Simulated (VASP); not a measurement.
Input of a VASP 6.6.1 run:

The input INCAR:

```
ALGO     = Normal         # electronic algorithm
EDIFF    = 1E-7           # SCF threshold, eV
ENCUT    = 520            # plane-wave cutoff, eV
GGA      = PE             # functional
ISIF     = 2              # what is computed and relaxed
ISMEAR   = 0              # smearing method
LASPH    = T              # aspherical terms in the spheres
LCHARG   = T              # write CHGCAR
LELF     = T              # ELF
LREAL    = F              # projectors in reciprocal space
LVHAR    = T            
LWAVE    = F              # write WAVECAR
NBANDS   = 21             # bands
NELM     = 80             # most SCF steps
PREC     = Accurate       # precision mode
SIGMA    = 0.0493         # smearing width, eV
```

Contents of KPOINTS:

```
Automatic mesh
0
Gamma
  4 7 7
  0.5 0 0
```

The input POSCAR:

```
Mo
1.0
   -2.1224930000      4.2267070000      2.0602280000
    2.1229370000     -0.0224480000      2.1055670000
    2.1029520000      2.1048140000     -0.0024620000
Mo
2
Direct
    0.9418540000      0.8917440000      0.9993450000
    0.4422920000      0.4937630000      0.0580310000
```

Potentials or basis: VASP PAW PBE potentials, release 64 (Mo_sv).

Command:

```sh
$ cat potpaw_PBE.64/Mo_sv/POTCAR > POTCAR
$ mpirun -np 1 vasp_std > vasp.out
```

Estimate the largest force.

0.196 eV/Å.

What does it give for the band gap on the k mesh?

Zero (band 14 reaches 10.14 eV, above the bottom of band 15 at 9.40 eV).

Predict the pressure.

-25.7 GPa.

Stress tensor (GPa, compression positive):
```
-30.01  -0.38  -0.94
 -0.38 -22.32  -1.91
 -0.94  -1.91 -24.84
```

Caveat: the k points lie up to 0.37 Å⁻¹ apart.
